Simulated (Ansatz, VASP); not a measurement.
# Ca in VASP and in Ansatz

```
Ca
1.0
     3.98000    0.00000    0.00000
    -1.99000    3.44678    0.00000
     0.00000    0.00000    7.04160
Ca
2
Direct
  0.33333 0.66667 0.25000
  0.66667 0.33333 0.75000
```

Change from the starting cell: strain +0.000 along x and y, +0.080 along z, atoms carried along.

Alike in both runs: task single point; functional PBEsol; k mesh 12 × 12 × 8; occupations gaussian, width 0.15 eV; no spin polarisation.

|  | VASP | Ansatz |
| --- | --- | --- |
| version | VASP 6.6.1 | Ansatz 0.2.0 |
| potentials or method | VASP PAW PBE potentials, release 64 (Ca_sv), cutoff 520 eV | scalar-relativistic, plane waves, PAW |
| valence electrons in the cell | 20 | 20 |

```csv
,VASP,Ansatz,Ansatz less VASP
gap on the k mesh at the Fermi level (eV),none,none,-
pressure (GPa),-2.2,-2.2,0.00
"traceless stress, the component that is largest in VASP (GPa)",-1.19,-1.19,+0.003
```

VASP's potentials were made for PBE, not for PBEsol. A gap of «none» marks a metal or a gap that the smearing closes. With one functional, cell and mesh, what is left measures potentials, basis and numerics.
